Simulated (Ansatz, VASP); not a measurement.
**One calculation of SrTiO3, two programs**

```xyz
5
Lattice="3.8445 0.0000 0.0000 0.0000 3.8445 0.0000 0.0000 0.0000 4.1202" Properties=species:S:1:pos:R:3 pbc="T T T"
Sr    0.0079    0.0000    0.0000
Ti    1.9595    1.9222    2.0601
O    -0.0563    1.9222    2.0601
O     1.8731    0.0000    2.0601
O     1.8731    1.9222    0.0000
```

Change from the starting cell: mode 1 frozen in at -0.058 Å, strain +e along z and -e/2 along x and y +0.0467.

Alike in both runs: task single point; functional PBE; k mesh 8 × 8 × 8; occupations gaussian, width 0.05 eV; no spin polarisation.

```csv
,VASP,Ansatz
version,VASP 6.6.1,Ansatz 0.2.0
potentials or method,"VASP PAW PBE potentials, release 64 (Sr_sv, Ti_sv, O), cutoff 520 eV","scalar-relativistic, plane waves, PAW"
valence electrons in the cell,40,40
```

Ansatz gave:

```
gap on the k mesh at the Fermi level (eV)                     : 1.80
least direct gap on the mesh (eV)                             : 2.30
pressure (GPa)                                                : 2.2
traceless stress, the component that is largest in VASP (GPa) : -9.66
rms of the force components (eV/Å)                            : 0.130
```

Task: What did VASP give for the same quantities?

Result: gap on the k mesh at the Fermi level (eV): 1.77; least direct gap on the mesh (eV): 2.27; pressure (GPa): 2.8; traceless stress, the component that is largest in VASP (GPa): -9.85; rms of the force components (eV/Å): 0.148.

Atom by atom the forces differ by 0.018 eV/Å (rms over components).
